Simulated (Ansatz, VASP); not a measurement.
## Mn in VASP and in Ansatz

File INCAR:

```
SYSTEM = Mn
PREC = Accurate
ENCUT = 520
EDIFF = 1E-7
ISMEAR = -1
SIGMA = 0.05
LREAL = .FALSE.
LASPH = .TRUE.
NELM = 150
ALGO = Fast
ISIF = 2
LWAVE = .FALSE.
LCHARG = .TRUE.
ISPIN = 2
MAGMOM = 1 1
LORBIT = 11
NUPDOWN = 2.0
LMAXMIX = 4
GGA = PE
LELF = .TRUE.
LVHAR = .TRUE.
NBANDS = 24
```

File KPOINTS:

```
regular mesh
0
G
  12 12 7
  0 0 0
```

File POSCAR:

```
Mn
1.0
    2.4836457705      0.0000000000      0.0000000000
   -1.2418228853      2.1509003313      0.0000000000
    0.0000000000      0.0000000000      4.0261950000
Mn
2
Direct
    0.3333333333      0.6666666667      0.2500000000
    0.6666666667      0.3333333333      0.7500000000
```

input.yaml

```yaml
crystal:
  lattice:
    - [2.4836457705, 0.0, 0.0]
    - [-1.2418228853, 2.1509003313, 0.0]
    - [0.0, 0.0, 4.026195]
  atoms:
    - { symbol: Mn, position: [0.3333333333, 0.6666666667, 0.25], spin: 1.0 }
    - { symbol: Mn, position: [0.6666666667, 0.3333333333, 0.75], spin: 1.0 }
kpoints:
  mp_grid: { grid: [12, 12, 7] }
scf:
  occupations: { method: fermi_dirac, width: 0.05 }
hamiltonian:
  xc: pbe
  pseudopotentials: { kind: all_electron, lapw: { basis_error: 0.001 } }
magnetization:
  spin_polarized: true
  initial_magnetization: 2.0
  spin_locking: { lock_magnetization: hard }
output:
  forces: true
  stress: true
  eigenvalues: true
```

Alike in both runs: task single point; functional PBE; k mesh 12 × 12 × 7; occupations fermi-dirac, width 0.05 eV; collinear spin; fixed moment 2 μB.

```csv
,VASP,Ansatz
version,VASP 6.6.1,Ansatz 0.2.0
potentials or method,"VASP PAW PBE potentials, release 64 (Mn_pv), cutoff 520 eV","all-electron LAPW, scalar-relativistic"
```

|  | VASP | Ansatz | Ansatz less VASP |
| --- | --- | --- | --- |
| pressure (GPa) | 5.8 | 5.9 | +0.09 |
| traceless stress, the component that is largest in VASP (GPa) | 2.48 | 2.78 | +0.296 |
| size of the moment on the site where the two differ most (μB) | 0.96 | 0.98 | +0.015 |

Site moments also hang on the region over which each program counts them. Ansatz ran all-electron here, and VASP with PAW potentials.
